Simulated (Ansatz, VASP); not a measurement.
**Zr2O: VASP beside Ansatz**

The input INCAR:

```
PREC     = Accurate       # precision mode
ENCUT    = 520            # plane-wave cutoff, eV
EDIFF    = 1E-6           # SCF threshold, eV
ISMEAR   = 0              # smearing method
SIGMA    = 0.15           # smearing width, eV
LREAL    = F              # projectors in reciprocal space
LASPH    = T              # aspherical terms in the spheres
NELM     = 100            # most SCF steps
ALGO     = Normal         # electronic algorithm
ISIF     = 2              # what is computed and relaxed
LWAVE    = F              # write WAVECAR
LCHARG   = F              # write CHGCAR
GGA      = PS             # functional
NBANDS   = 39             # bands
```

File KPOINTS:

```
regular mesh
0
Gamma
  10 10 10
```

Contents of POSCAR:

```
Zr2O
1.0
    4.8002881848      0.0000000000      0.0000000000
    0.0000000000      4.8002881848      0.0000000000
    0.0000000000      0.0000000000      4.8002881848
Zr O
4 2
Direct
    0.2573652534      0.2426347466      0.7500000000
    0.7426347466      0.2426347466      0.2500000000
    0.2573652534      0.7573652534      0.2500000000
    0.7426347466      0.7573652534      0.7500000000
    0.0000000000      0.0000000000      0.0000000000
    0.5000000000      0.5000000000      0.5000000000
```

Input for Ansatz:

```yaml
crystal:
  lattice:
    - [4.8002881848, 0.0, 0.0]
    - [0.0, 4.8002881848, 0.0]
    - [0.0, 0.0, 4.8002881848]
  atoms:
    - { symbol: Zr, position: [0.2573652534, 0.2426347466, 0.75] }
    - { symbol: Zr, position: [0.7426347466, 0.2426347466, 0.25] }
    - { symbol: Zr, position: [0.2573652534, 0.7573652534, 0.25] }
    - { symbol: Zr, position: [0.7426347466, 0.7573652534, 0.75] }
    - { symbol: O, position: [0.0, 0.0, 0.0] }
    - { symbol: O, position: [0.5, 0.5, 0.5] }
basis:
  ecutwfc: 420
kpoints:
  mp_grid: { grid: [10, 10, 10] }
hamiltonian:
  xc: pbesol
scf:
  occupations: { method: gaussian, width: 0.15 }
output:
  forces: true
  stress: true
  eigenvalues: true
```

Change from the starting cell: mode 1 (-33.3 1/cm) frozen in, largest displacement +0.050 Å.

Alike in both runs: task single point; functional PBEsol; k mesh 10 × 10 × 10; occupations gaussian, width 0.15 eV; no spin polarisation.

```csv
,VASP,Ansatz
version,VASP 6.6.1,Ansatz 0.2.0
potentials or method,"VASP PAW PBE potentials, release 64 (Zr_sv, O), cutoff 520 eV","scalar-relativistic, plane waves, PAW"
valence electrons in the cell,60,60
```

|  | VASP | Ansatz | Ansatz less VASP |
| --- | --- | --- | --- |
| gap on the k mesh at the Fermi level (eV) | none | none | - |
| pressure (GPa) | 0.4 | 0.1 | -0.25 |
| traceless stress, the component that is largest in VASP (GPa) | 0.09 | 0.09 | 0.000 |
| rms of the force components (eV/Å) | 0.005 | 0.006 | +0.0003 |

VASP's potentials were made for PBE, not for PBEsol. Atom by atom the forces differ by 0.000 eV/Å (rms over components). A gap of «none» marks a metal or a gap that the smearing closes. The functional is the same, so the differences come from potentials, cutoffs and numerics.
